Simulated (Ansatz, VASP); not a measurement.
## One calculation of Mo, two programs

The input INCAR:

```
PREC = Accurate
ENCUT = 600
EDIFF = 1E-6
ISMEAR = -1
SIGMA = 0.15
LREAL = False
LASPH = True
NELM = 100
ALGO = Fast
ISIF = 3
LWAVE = False
LCHARG = False
GGA = PS
IBRION = 2
NSW = 80
EDIFFG = -0.001
```

Contents of KPOINTS:

```
Automatic mesh
0
Gamma
  20 20 20
```

The input POSCAR:

```
Mo
1.0
   -1.5646440665      1.5646440665      1.5646440665
    1.5646440665     -1.5646440665      1.5646440665
    1.5646440665      1.5646440665     -1.5646440665
Mo
1
Direct
    0.0000000000      0.0000000000      0.0000000000
```

Input for Ansatz:

```yaml
crystal:
  lattice:
    - [-1.5646440664, 1.5646440664, 1.5646440664]
    - [1.5646440664, -1.5646440664, 1.5646440664]
    - [1.5646440664, 1.5646440664, -1.5646440664]
  atoms:
    - { symbol: Mo, position: [0.0, 0.0, 0.0] }
basis:
  ecutwfc: 420
kpoints:
  mp_grid: { grid: [20, 20, 20] }
hamiltonian:
  xc: pbesol
scf:
  occupations: { method: fermi_dirac, width: 0.15 }
output:
  forces: true
  stress: true
  eigenvalues: true
relax:
  adjacent_minimum: "off"
  f_tol: 0.001
  max_steps: 60
  cell: { stress_tol: 0.01 }
```

Alike in both runs: task relaxation of cell and atoms; functional PBEsol; k mesh 20 × 20 × 20; occupations fermi-dirac, width 0.15 eV; no spin polarisation.

|  | VASP | Ansatz |
| --- | --- | --- |
| version | VASP 6.6.1 | Ansatz 0.2.0 |
| potentials or method | VASP PAW PBE potentials, release 64 (Mo_sv), cutoff 600 eV | scalar-relativistic, plane waves, PAW |
| valence electrons in the cell | 14 | 14 |

```csv
,VASP,Ansatz,Ansatz less VASP
"gap on the k mesh at the Fermi level, each at its own relaxed structure (eV)",none,none,-
relaxed volume (Å³/atom),15.36,15.33,-0.025
relaxed cell length with the largest relative difference (Å),2.712,2.711,-0.0015
```

VASP's potentials were made for PBE, not for PBEsol. A gap of «none» marks a metal or a gap that the smearing closes.
